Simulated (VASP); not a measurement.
# PtSe2 (Sudovikovite) (P-3m1) in VASP: further runs

Runs on PtSe2 (Sudovikovite). Level: PBEsol. Tasks: single point.

All numbers are computed with VASP 6.6.1; they aren't measurements. Logs are shortened: lines on timing, memory, paths and dates and some standing lists are left out, and cuts for length are marked.

## Step 1: The cell of the first run

The structure is trigonal, space group P-3m1 (No. 164). The conventional cell has a = 3.821 Å, b = 3.821 Å, c = 5.194 Å, α = 90.00°, β = 90.00°, γ = 120.00°. Pt (site symmetry -3m) has 6 Se at 2.56 Å within 3.4 Å. Within 3.4 Å of Se (site symmetry 3m) lie 3 Pt at 2.56 Å.

## Step 2: Single point, PBEsol

Contents of INCAR:

```
PREC     = Accurate       # precision mode
ENCUT    = 520            # plane-wave cutoff, eV
EDIFF    = 1E-6           # SCF threshold, eV
ISMEAR   = 1              # smearing method
SIGMA    = 0.1            # smearing width, eV
LREAL    = False          # projectors in reciprocal space
LASPH    = True           # aspherical terms in the spheres
NELM     = 100            # most SCF steps
ALGO     = Normal         # electronic algorithm
ISIF     = 2              # what is computed and relaxed
LWAVE    = False          # write WAVECAR
LCHARG   = True           # write CHGCAR
GGA      = PS             # functional
LELF     = True           # ELF
LVHAR    = True         
NBANDS   = 18             # bands
```

Contents of KPOINTS:

```
regular mesh
0
Gamma
  9 9 6
```

Contents of POSCAR:

```
PtSe2
1.0
    3.8207702553      0.0000000000      0.0000000000
   -1.9103851276      3.3088845097      0.0000000000
    0.0000000000      0.0000000000      5.1935389452
Pt Se
1 2
Direct
    0.0000000000      0.0000000000      0.0000000000
    0.3333333333      0.6666666667      0.2500000000
    0.6666666667      0.3333333333      0.7500000000
```

Potentials or basis: VASP PAW PBE potentials, release 64 (Pt, Se).

Run with:

```bash
> cat potpaw_PBE.64/Pt/POTCAR potpaw_PBE.64/Se/POTCAR > POTCAR
> mpirun -np 1 vasp_std > vasp.out
```

OUTCAR:

```text
PREC = Accurate
   ENCUT = 520
   EDIFF = 1E-6
   ISMEAR = 1
   LREAL = False
   LASPH = True
   NELM = 100
   ISIF = 2
   GGA = PS

 ion  position               nearest neighbor table
   1  0.000  0.000  0.000-   2 2.56   3 2.56   3 2.56   2 2.56   3 2.56   2 2.56
   2  0.333  0.667  0.250-   1 2.56   1 2.56   1 2.56
   3  0.667  0.333  0.750-   1 2.56   1 2.56   1 2.56

  LATTYP: Found a hexagonal cell.
 ALAT       =     3.8207702553
 C/A-ratio  =     1.3592910848

  Lattice vectors:

 A1 = (   3.8207702553,   0.0000000000,   0.0000000000)
 A2 = (  -1.9103851276,   3.3088845097,   0.0000000000)
 A3 = (   0.0000000000,   0.0000000000,   5.1935389452)

Analysis of symmetry for initial positions (statically):
=====================================================================
 Subroutine PRICEL returns:
 Original cell was already a primitive cell.

 Routine SETGRP: Setting up the symmetry group for a
 hexagonal supercell.

 Subroutine GETGRP returns: Found 12 space group operations
 (whereof 12 operations were pure point group operations)
 out of a pool of 24 trial point group operations.

The static configuration has the point symmetry D_3d.

Analysis of symmetry for dynamics (positions and initial velocities):
=====================================================================
 Subroutine PRICEL returns:
 Original cell was already a primitive cell.

 Routine SETGRP: Setting up the symmetry group for a
 hexagonal supercell.

 Subroutine GETGRP returns: Found 12 space group operations
 (whereof 12 operations were pure point group operations)
 out of a pool of 24 trial point group operations.

The dynamic configuration has the point symmetry D_3d.

 Subroutine INISYM returns: Found 12 space group operations
 (whereof 12 operations are pure point group operations),
 and found     1 'primitive' translations

----------------------------------------------------------------------------------------

                                     Primitive cell

  volume of cell :      65.6593

  direct lattice vectors                    reciprocal lattice vectors
     3.820770255  0.000000000  0.000000000     0.261727331  0.151108326  0.000000000
    -1.910385128  3.308884510  0.000000000     0.000000000  0.302216652  0.000000000
     0.000000000  0.000000000  5.193538945     0.000000000  0.000000000  0.192546934

  length of vectors
     3.820770255  3.820770607  5.193538945     0.302216680  0.302216652  0.192546934

  position of ions in fractional coordinates (direct lattice)
     0.000000000  0.000000000  0.000000000
     0.333333333  0.666666667  0.250000000
     0.666666667  0.333333333  0.750000000

  ion indices of the primitive-cell ions
   primitive index   ion index
                 1           1
                 2           2
                 3           3

----------------------------------------------------------------------------------------

 KPOINTS: regular mesh

Automatic generation of k-mesh.
 Grid dimensions read from file:
 generate k-points for:    9    9    6

 Generating k-lattice:

  Cartesian coordinates                     Fractional coordinates (reciprocal lattice)
     0.029080815  0.016789814  0.000000000     0.111111111  0.000000000  0.000000000
     0.000000000  0.033579628  0.000000000     0.000000000  0.111111111  0.000000000
     0.000000000  0.000000000  0.032091156     0.000000000  0.000000000  0.166666667

  Length of vectors
     0.033579631  0.033579628  0.032091156

  Shift w.r.t. Gamma in fractional coordinates (k-lattice)
     0.000000000  0.000000000  0.000000000

 Subroutine IBZKPT returns following result:
 ===========================================

 Found     62 irreducible k-points:

 Following reciprocal coordinates:
            Coordinates               Weight
  0.000000  0.000000  0.000000      1.000000
  0.111111  0.000000  0.000000      6.000000
  0.222222 -0.000000  0.000000      6.000000
  0.333333  0.000000  0.000000      6.000000
  0.444444 -0.000000  0.000000      6.000000
  0.111111  0.111111  0.000000      6.000000
[... 16 lines left out ...]
  0.222222  0.111111  0.166667     12.000000
 -0.111111  0.333333  0.166667     12.000000
 [... further k-points ...]
   k-points           NKPTS =     62   k-points in BZ     NKDIM =     62   number of bands    NBANDS=     18
   number of dos      NEDOS =    301   number of ions     NIONS =      3
   total plane-waves  NPLWV =  31360
   dimension x,y,z NGX =    28 NGY =   28 NGZ =   40
   dimension x,y,z NGXF=    56 NGYF=   56 NGZF=   80
   ions per type =               1   2
   NGX,Y,Z   is equivalent  to a cutoff of  12.18, 12.18, 12.80 a.u.
   NGXF,Y,Z  is equivalent  to a cutoff of  24.37, 24.37, 25.61 a.u.
 SYSTEM =  unknown system
   PREC   = accura    normal or accurate (medium, high low for compatibility)
   ISTART =      0    job   : 0-new  1-cont  2-samecut
   ICHARG =      2    charge: 1-file 2-atom 10-const
   ISPIN  =      1    spin polarized calculation?
   LNONCOLLINEAR =      F non collinear calculations
   LSORBIT =      F    spin-orbit coupling
   LASPH  =      T    aspherical Exc in radial PAW
   ENCUT  =  520.0 eV  38.22 Ry    6.18 a.u.   7.10  7.10  9.66*2*pi/ulx,y,z
   NELM   =    100;   NELMIN=  2; NELMDL= -5     # of ELM steps
   EDIFF  = 0.1E-05   stopping-criterion for ELM
   LREAL  =      F    real-space projection
   EDIFFG = 0.1E-04   stopping-criterion for IOM
   NSW    =      0    number of steps for IOM
   IBRION =     -1    ionic relax: 0-MD 1-quasi-New 2-CG
   NFREE  =      0    steps in history (QN), initial steepest desc. (CG)
   ISIF   =      2    stress and relaxation
   ISYM   =      2    0-nonsym 1-usesym 2-fastsym
   POTIM  = 0.5000    time-step for ionic-motion
   TEBEG  =    0.0;   TEEND  =   0.0 temperature during run
   PSTRESS=    0.0 pullay stress
   NELECT =      22.0000    total number of electrons
   NUPDOWN=      -1.0000    fix difference up-down
   EMIN   =  10.00;   EMAX   =-10.00  energy-range for DOS
   EFERMI =   0.00;   METHOD = LEGACY
   ISMEAR =     1;   SIGMA  =   0.10  broadening in eV -4-tet -1-fermi 0-gaus
   EFERMI_NEDOS =   21; number of points for ismear=-14 and -15
   IALGO  =     38    algorithm
   IMIX   =      4    mixing-type and parameters
     AMIX     =   0.40;   BMIX     =  1.00
     AMIX_MAG =   1.60;   BMIX_MAG =  1.00
  volume/ion in A,a.u.               =      21.89       147.70
  Fermi-wavevector in a.u.,A,eV,Ry     =   1.137061  2.148734 17.591076  1.292908
  Thomas-Fermi vector in A             =   2.273766
   LORBIT       =      0    0 simple, 1 ext, 2 COOP (PROOUT), +10 PAW based schemes
   GGA     = PS    functional components
   LHFCALC =     F    Hartree Fock is set to
   AEXX    =    0.0000 exact exchange contribution
   IVDW    =     0    specifies the selected vdW correction
   LEPSILON=     F    determine dielectric tensor
   LRPA    =     F    only Hartree local field effects (RPA)
 non-spin polarized calculation
 Methfessel and Paxton  Order N= 1 SIGMA  =   0.10
  energy-cutoff  :      520.00
  volume of cell :       65.66
 maximum number of plane-waves:      1788
   NGX = 15   NGY = 15   NGZ = 19

 number of electron      22.0000002 magnetization

 Free energy of the ion-electron system (eV)
  ---------------------------------------------------
  ext. energy  EPLUGINS =         0.00000000
  ---------------------------------------------------
  free energy    TOTEN  =       -15.80849837 eV

  energy without entropy =      -15.80856414  energy(sigma->0) =      -15.80852029

 E-fermi :   5.3989     XC(G=0): -10.4354

 val. band max:        5.3727704421   @ k =   0.0000   0.3333   0.3333
 cond. band min:       5.4407196426   @ k =   0.0000   0.1111   0.1667
 fundamental gap:      0.0679492005
 Fermi energy:         5.3989038299

 k-point     1 :       0.0000    0.0000    0.0000
  band No.  band energies     occupation
      1      -9.6889      2.00000
      2      -7.2813      2.00000
      3      -1.1983      2.00000
      4      -0.5100      2.00000
      5      -0.5100      2.00000
      6       1.7813      2.00000
[... 10 lines left out ...]
     17      12.6062      0.00000
     18      16.6982      0.00000

 k-point     2 :       0.1111    0.0000    0.0000
  band No.  band energies     occupation
      1      -9.5674      2.00000
      2      -7.3267      2.00000
      3      -1.0467      2.00000
      4      -0.4313      2.00000
      5      -0.4260      2.00000
      6       1.5944      2.00000
[... 10 lines left out ...]
     17      13.0044      0.00000
     18      15.1799      0.00000

 k-point     3 :       0.2222   -0.0000    0.0000
  band No.  band energies     occupation
      1      -9.2271      2.00000
      2      -7.4501      2.00000
      3      -0.6538      2.00000
      4      -0.2301      2.00000
      5      -0.1591      2.00000
      6       0.8280      2.00000
[... 10 lines left out ...]
     17      13.6172      0.00000
     18      13.7011      0.00000

 k-point     4 :       0.3333    0.0000    0.0000
  band No.  band energies     occupation
      1      -8.7465      2.00000
      2      -7.6297      2.00000
      3      -0.6499      2.00000
      4      -0.0206      2.00000
      5       0.1679      2.00000
      6       0.4714      2.00000
[... 375 lines left out ...]
      4      -0.3021      2.00000
      5      -0.0449      2.00000
      6       1.2004      2.00000
[... 10 lines left out ...]
     17      13.3205      0.00000
     18      13.7785      0.00000

 k-point    23 :       0.2222    0.1111    0.1667
  band No.  band energies     occupation
      1      -8.8391      2.00000
      2      -7.6755      2.00000
      3      -0.4173      2.00000
      4      -0.1617      2.00000
      5       0.0094      2.00000
      6       0.7813      2.00000
[... 10 lines left out ...]
     17      13.3136      0.00000
     18      14.0441      0.00000

 k-point    24 :      -0.1111    0.3333    0.1667
  band No.  band energies     occupation
      1      -8.8651      2.00000
      2      -7.6255      2.00000
      3      -0.7208      2.00000
      4      -0.2236      2.00000
      5       0.1239      2.00000
      6       0.6250      2.00000
[... 10 lines left out ...]
     17      13.0059      0.00000
     18      14.7505      0.00000

 [... further k-points ...]

------------------------ aborting loop because EDIFF is reached ----------------------------------------

  FORCE on cell =-STRESS in cart. coord.  units (eV):
  Direction    XX          YY          ZZ          XY          YZ          ZX
  --------------------------------------------------------------------------------------
  -------------------------------------------------------------------------------------
  Total       -2.9558596     -2.9558603     -2.2458554     -0.0000000      0.0000000      0.0000000
  in kB      -72.1270982    -72.1271159    -54.8020043     -0.0000000      0.0000000      0.0000000
  external PRESSURE =     -66.3520728 kB  Pullay stress =       0.0000000 kB

 VOLUME and BASIS-vectors are now :
 -----------------------------------------------------------------------------
  energy-cutoff  :      520.00
  volume of cell :       65.66
      direct lattice vectors                 reciprocal lattice vectors
     3.820770255  0.000000000  0.000000000     0.261727331  0.151108326  0.000000000
    -1.910385128  3.308884510  0.000000000     0.000000000  0.302216652  0.000000000
     0.000000000  0.000000000  5.193538945     0.000000000  0.000000000  0.192546934

 POSITION                                       TOTAL-FORCE (eV/Angst)
 -----------------------------------------------------------------------------------
      0.00000      0.00000      0.00000         0.000000      0.000000      0.000000
     -0.00000      2.20592      1.29838        -0.000000      0.000000     -0.529585
      1.91039      1.10296      3.89515         0.000000     -0.000000      0.529585
 -----------------------------------------------------------------------------------
    total drift:                               -0.000000     -0.000000     -0.000000

  FREE ENERGIE OF THE ION-ELECTRON SYSTEM (eV)
  ---------------------------------------------------
  free  energy   TOTEN  =       -15.8084983676 eV

  energy  without entropy=      -15.8085641396  energy(sigma->0) =      -15.80852029
```

Run time: 32 s. Hardware: 1 thread of Intel Xeon 6975P-C (Granite Rapids), shared host; peak memory 0.22 GiB.

What came out:

```yaml
Free_energy: -15.8085 eV
Pressure: -6.6 GPa
Largest_force: 0.530 eV/Å
Band_gap_on_the_k_mesh: zero (band 11 reaches 5.76 eV, above the bottom of band 12 at 5.35 eV)
```

Forces on the atoms (eV/Å):
```
Pt   0.000  0.000  0.000
Se   0.000  0.000 -0.530
Se   0.000  0.000  0.530
```

Stress tensor (GPa, compression positive):
```
-7.21  0.00  0.00
 0.00 -7.21  0.00
 0.00  0.00 -5.48
```

Levels at points of the mesh, in eV from the Fermi level:
| k point | band 9 | band 10 | band 11 | band 12 | band 13 | band 14 |
| --- | --- | --- | --- | --- | --- | --- |
| (0.00, 0.00, 0.00) | -1.00 | -1.00 | 0.36 | 1.31 | 1.31 | 3.55 |
| (0.00, 0.00, 0.50) | -1.76 | -1.39 | -1.39 | 2.03 | 2.03 | 4.70 |

Caveat: the PAW data sets were made with another functional, which shifts forces and pressure a little; spin-orbit coupling is left out, which moves the levels of the heavy elements.

## Step 3: Single point, PBEsol

This run uses another cell than the first one, of 22.70 Å³/atom, 1.037 times its volume.

Contents of INCAR:

```
PREC = Accurate
ENCUT = 520
EDIFF = 1E-7
ISMEAR = 1
SIGMA = 0.1
LREAL = False
LASPH = True
NELM = 100
ALGO = Normal
ISIF = 2
LWAVE = False
LCHARG = False
GGA = PS
NBANDS = 18
```

KPOINTS is that of step 2.

Contents of POSCAR:

```
PtSe2
1.0
    3.8673696071      0.0000000000      0.0000000000
   -1.9336848035      3.3492407371      0.0000000000
    0.0000000000      0.0000000000      5.2568810287
Pt Se
1 2
Direct
    0.0000000000      0.0000000000      0.0000000000
    0.3333333333      0.6666666667      0.2500000000
    0.6666666667      0.3333333333      0.7500000000
```

Potentials or basis: VASP PAW PBE potentials, release 64 (Pt, Se).

Run with:

```bash
> cat potpaw_PBE.64/Pt/POTCAR potpaw_PBE.64/Se/POTCAR > POTCAR
> mpirun -np 1 vasp_std > vasp.out
```

Wall time 39 s (1 thread of Intel Xeon 6975P-C (Granite Rapids), shared host); peak memory 0.22 GiB.

Results (log left out):

- Free energy: -15.6839 eV
- Pressure: -9.7 GPa
- Largest force: 0.862 eV/Å
- Band gap on the k mesh: zero (band 11 reaches 5.28 eV, above the bottom of band 12 at 4.90 eV)

Forces on the atoms (eV/Å):
```
Pt   0.000  0.000  0.000
Se   0.000  0.000 -0.862
Se   0.000  0.000  0.862
```

Stress tensor (GPa, compression positive):
```
-10.68   0.00   0.00
  0.00 -10.68   0.00
  0.00   0.00  -7.82
```

Levels at points of the mesh, in eV from the Fermi level:
```csv
k point,band 9,band 10,band 11,band 12,band 13,band 14
"(0.00, 0.00, 0.00)",-0.95,-0.95,0.35,1.26,1.26,3.34
"(0.00, 0.00, 0.50)",-1.74,-1.32,-1.32,1.93,1.93,4.71
```

Caveat: the PAW data sets were made with another functional, which shifts forces and pressure a little; spin-orbit coupling is left out, which moves the levels of the heavy elements.
